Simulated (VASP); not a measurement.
## BaTiO3: single point with r2SCAN

The system is BaTiO3.

```
Ba Ti O
1.0
     4.07641    0.00000    0.00000
     0.00000    2.90161    2.91005
     0.00000   -2.90161    2.91005
Ba Ti O
1 1 3
Cartesian
  0.0000 0.0000 0.0000
  2.0382 0.0000 2.9822
  0.0000 0.0000 2.8367
  2.0382 -1.4119 4.3566
  2.0382 1.4119 4.3566
```

```yaml
Program: VASP 6.6.1
Task: single point
Functional: r2SCAN
Potentials_or_basis: VASP PAW PBE potentials, release 64 (Ba_sv, Ti_sv, O)
Cutoff: 520 eV
k_mesh: 6 × 6 × 6
Occupations: gaussian, width 0.01 eV
Spin: no spin polarisation
```

* Pressure: -9.5 GPa
* Largest force: 0.496 eV/Å
* Band gap on the k mesh: 2.07 eV (least direct gap 2.35 eV)

Forces on the atoms (eV/Å):
```
Ba   0.000  0.000  0.147
Ti   0.000  0.000  0.465
O    0.000  0.000  0.282
O    0.000  0.214 -0.447
O    0.000 -0.214 -0.447
```

Stress tensor (GPa, compression positive):
```
-9.43  0.00  0.00
 0.00 -9.32  0.00
 0.00  0.00 -9.88
```

Levels at points of the mesh, in eV from the valence-band top:
| k point | band 17 | band 18 | band 19 | band 20 | band 21 | band 22 | band 23 | band 24 |
| --- | --- | --- | --- | --- | --- | --- | --- | --- |
| (0.00, 0.00, 0.00) | -1.02 | -0.39 | -0.31 | -0.27 | 2.07 | 2.13 | 2.25 | 3.82 |
| (0.50, 0.00, 0.00) | -1.70 | -1.64 | -0.85 | -0.80 | 2.23 | 3.52 | 3.59 | 3.80 |
| (0.00, 0.50, 0.00) | -1.75 | -1.56 | -0.83 | -0.77 | 2.27 | 3.54 | 3.57 | 3.84 |
| (0.50, 0.50, 0.00) | -1.79 | -0.94 | -0.93 | -0.08 | 3.55 | 3.57 | 3.95 | 4.54 |
| (0.00, 0.50, 0.50) | -1.72 | -0.95 | -0.91 | -0.13 | 3.54 | 3.60 | 3.95 | 4.65 |
| (0.50, 0.50, 0.50) | -2.42 | -0.05 | -0.01 | 0.00 | 4.11 | 4.14 | 4.16 | 6.87 |

Wall time 2.5 min on 1 thread of Intel(R) Xeon(R) 6975P-C (Granite Rapids), with other jobs on the host, peak memory 0.25 GiB.

Caveat: the cell stands under tension; the PAW data sets were made with another functional, which shifts forces and pressure a little; spin-orbit coupling is left out, which moves the levels of the heavy elements. A k mesh can miss the band edges.
